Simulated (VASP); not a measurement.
TiO2:

```
Ti O
1.0
     4.59984    0.00000    0.00000
     0.00000    4.59984    0.00000
     0.00000    0.00000    2.95921
Ti O
2 4
Cartesian
  0.0000 0.0000 1.4796
  2.2999 2.2999 0.0000
  1.3998 1.3998 1.4796
  0.9001 3.6997 0.0000
  3.6997 0.9001 0.0000
  3.2000 3.2000 1.4796
```

Base run:

- Program: VASP 6.6.1
- Functional: BLYP
- Dispersion: D3(BJ)
- Potentials or basis: VASP PAW PBE potentials, release 64 (Ti_sv, O)
- Cutoff: 520 eV
- k mesh: 6 × 6 × 9
- Occupations: fermi-dirac, width 0.05 eV
- Spin: no spin polarisation

Its results: band gap on the k mesh 1.83 eV, direct; pressure 2.3 GPa; largest force 0.114 eV/Å.

The run is repeated on the same cell with these changes: functional from BLYP to PBE. What comes out?

Band gap on the k mesh 1.84 eV, direct; pressure 1.0 GPa; largest force 0.025 eV/Å.

PBE binds more tightly than BLYP, so the same cell stands under less pressure.

Caveats: the PAW data sets were made with another functional, which shifts forces and pressure a little (some runs); three body term missing (some runs).

A k mesh can miss the band edges.
